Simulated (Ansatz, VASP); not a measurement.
One calculation of NaCu2, two programs

```
Na Cu
1.0
     4.06294    0.00000    0.00000
    -2.03147    3.51861    0.00000
     0.00000    0.00000    3.83092
Na Cu
1 2
Direct
  0.00000 0.00000 0.00000
  0.33333 0.66667 0.50000
  0.66667 0.33333 0.50000
```

Alike in both runs: functional r2SCAN; k mesh 12 × 12 × 12; occupations gaussian, width 0.1 eV; no spin polarisation.

Ansatz relaxed the structure, and its values are those at the end. VASP's run is a single point on that final structure, the one shown.

|  | VASP | Ansatz |
| --- | --- | --- |
| version | VASP 6.6.1 | Ansatz 0.2.0 |
| potentials or method | VASP PAW PBE potentials, release 64 (Na_pv, Cu), cutoff 520 eV | scalar-relativistic, plane waves, PAW |
| valence electrons in the cell | 29 | 47 |

|  | VASP | Ansatz | Ansatz less VASP |
| --- | --- | --- | --- |
| gap on the k mesh at the Fermi level (eV) | none | none | - |
| pressure (GPa) | 0.1 | 0.0 | -0.10 |

VASP's potentials were made for PBE, not for r2SCAN. A gap of «none» marks a metal or a gap that the smearing closes. VASP's potentials hold 29 valence electrons a cell and Ansatz's 47, so a difference there can come from the potentials and not from the codes.
